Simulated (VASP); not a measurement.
Os:

```xyz
1
Lattice="0.0000 1.9513 1.9513 1.9513 0.0000 1.9513 1.9513 1.9513 0.0000" Properties=species:S:1:pos:R:3 pbc="T T T"
Os    0.0000    0.0000    0.0000
```

This cell differs from its parent crystal: Hf replaced by Os, lengths x 0.894, strained.

Base run:

```yaml
Program: VASP 6.6.1
Functional: PBEsol
Potentials_or_basis: VASP PAW PBE potentials, release 64 (Os)
Cutoff: 600 eV
k_mesh: 8 × 8 × 8
Occupations: gaussian, width 0.1 eV
Spin: no spin polarisation
```

Its results: band gap on the k mesh zero (band 4 reaches 10.51 eV, above the bottom of band 5 at 7.45 eV); pressure -23.4 GPa.

Q: The run is repeated on the same cell with these changes: k mesh from 8 × 8 × 8 to 18 × 18 × 18; occupations from gaussian, width 0.1 eV to tetrahedron. What comes out?

A: Band gap on the k mesh zero (band 4 reaches 10.50 eV, above the bottom of band 5 at 7.02 eV); pressure -22.8 GPa.

Caveats: the PAW data sets were made with another functional, which shifts forces and pressure a little; spin-orbit coupling is left out, which moves the levels of the heavy elements.
